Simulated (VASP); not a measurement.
# TiAl3: single point with LDA

The system is TiAl3.

```xyz
4
Lattice="-1.6815 1.6815 4.2418 1.6815 -1.6815 4.2418 1.6815 1.6815 -4.2418" Properties=species:S:1:pos:R:3 pbc="T T T"
Ti    0.0000    0.0000    0.0000
Al    0.0000    0.0000    4.2418
Al    0.0000    1.6815    2.1209
Al    1.6815    0.0000    2.1209
```

This cell differs from its parent crystal: normal strain along x -0.1100, normal strain along y -0.1100.

* Program: VASP 6.6.1
* Task: single point
* Functional: LDA
* Potentials or basis: VASP PAW LDA potentials, release 64 (Ti_sv, Al)
* Cutoff: 520 eV
* k mesh: 14 × 14 × 14
* Occupations: gaussian, width 0.15 eV
* Spin: no spin polarisation

The pressure is 45.9 GPa. The band gap on the k mesh is zero (an odd number of electrons rules out a gap without spin polarisation).

Stress tensor (GPa, compression positive):
```
60.88  0.00  0.00
 0.00 60.88  0.00
 0.00  0.00 16.01
```

Levels at points of the mesh, in eV from the Fermi level:
```
           k point  band 7  band 8  band 9  band 10  band 11  band 12  band 13  band 14
(0.00, 0.00, 0.00)   -3.90   -1.93   -1.00    -1.00     1.23     2.23     3.26     3.26
(0.50, 0.00, 0.00)   -4.43   -3.35   -1.00    -0.88     0.93     2.88     3.23     3.39
(0.50, 0.50, 0.00)   -4.69   -4.57   -2.75    -2.37    -1.68     2.40     2.66     3.03
(0.50, 0.50, 0.50)   -2.24   -0.67    0.03     0.03     0.87     0.87     1.32     2.94
```

Run time: 3.5 min on 1 thread of Intel(R) Xeon(R) 6975P-C (Granite Rapids) (shared host), peak memory 0.32 GiB.

Caveat: the cell differs from its parent crystal (normal strain along x -0.1100, normal strain along y -0.1100); the stress differs along the axes, from 16 to 61 GPa.
